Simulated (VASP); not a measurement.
**PtSe (wurtzite type): relaxation of cell and atoms with PBE**

The system is PtSe (wurtzite type).

```
Pt Se
1.0
     4.09096    0.00000    0.00000
    -2.04548    3.54287    0.00000
     0.00000    0.00000    6.66826
Pt Se
2 2
Direct
  0.33333 0.66667 0.00000
  0.66667 0.33333 0.50000
  0.33333 0.66667 0.37600
  0.66667 0.33333 0.87600
```

```
Program                : VASP 6.6.1
Task                   : relaxation of cell and atoms
Functional             : PBE
Potentials or basis    : VASP PAW PBE potentials, release 64 (Pt, Se)
Cutoff                 : 600 eV
k mesh                 : 10 × 10 × 6
Occupations            : fermi-dirac, width 0.03 eV
Spin                   : no spin polarisation
Dipole correction      : no
Further INCAR settings : ALGO = Normal; EDIFF = 1e-06; IBRION = 2; EDIFFG = -0.005; NSW = 100; ISIF = 3
```

```json
{
 "Relaxed volume": "22.78 Å³/atom",
 "Relaxed cell": "a = 3.852 Å, b = 3.852 Å, c = 7.092 Å, α = 90.00°, β = 90.00°, γ = 120.00°",
 "Space group after relaxing (to 0.1 Å)": "P6_3mc (No. 186)",
 "Energy gained by relaxing": "23.8 meV/atom",
 "Ionic steps": "22",
 "Pressure after relaxing": "0.0 GPa",
 "Band gap on the k mesh": "zero (bands 16 and 17 overlap by 1.96 eV)"
}
```

Forces on the atoms (eV/Å):
```
Pt   0.000  0.000 -0.002
Pt   0.000  0.000 -0.002
Se   0.000  0.000  0.002
Se   0.000  0.000  0.002
```

Step by step:
```
step  energy change (eV)  largest force (eV/Å)  pressure (GPa)  volume (Å³)
   1              0.0000                0.1302           -3.49        96.65
   2             -0.0125                0.1410            3.81        89.47
   3             -0.0474                0.1333            0.15        92.67
   4             -0.0534                0.1160            0.11        92.66
   5             -0.0663                0.0479           -0.01        92.63
   6             -0.0828                0.0902           -0.50        92.47
   7             -0.0458                0.4343           -2.38        91.80
   8             -0.0851                0.1830           -0.86        92.36
   9             -0.0893                0.1535           -0.67        92.01
  10             -0.0940                0.0875           -0.24        91.25
  11             -0.0944                0.0592           -0.07        90.94
  12             -0.0945                0.0534           -0.03        90.88
  13             -0.0947                0.0448           -0.03        90.92
  14             -0.0951                0.0172           -0.03        91.04
  15             -0.0950                0.0384           -0.03        91.27
  16             -0.0952                0.0070           -0.03        91.14
  17             -0.0952                0.0049           -0.04        91.13
  18             -0.0952                0.0059           -0.03        91.08
  19             -0.0952                0.0030           -0.03        91.12
  20             -0.0952                0.0027            0.02        91.10
  21             -0.0952                0.0021            0.05        91.08
  22             -0.0952                0.0022            0.02        91.12
```

Final structure:
```
Pt Se
1.0
     3.85159    0.00000    0.00000
    -1.92579    3.33557    0.00000
     0.00000    0.00000    7.09240
Pt Se
2 2
Direct
  0.33333 0.66667 0.01262
  0.66667 0.33333 0.51262
  0.33333 0.66667 0.36338
  0.66667 0.33333 0.86338
```

Levels at points of the mesh, in eV from the Fermi level:
```tsv
k point	band 14	band 15	band 16	band 17	band 18	band 19
(0.00, 0.00, 0.00)	0.57	0.61	0.61	1.98	2.22	2.22
(0.50, 0.00, 0.00)	-2.18	-1.79	-1.09	-0.29	1.08	3.27
(0.00, 0.00, 0.50)	-1.28	1.33	1.33	1.33	1.33	2.91
(0.50, 0.00, 0.50)	-2.36	-0.79	-0.79	0.00	0.00	3.38
```

Wall time 15 min on 1 thread of Intel(R) Xeon(R) 6975P-C (Granite Rapids), on a shared host, peak memory 0.35 GiB.

Caveat: spin-orbit coupling is left out, which moves the levels of the heavy elements.
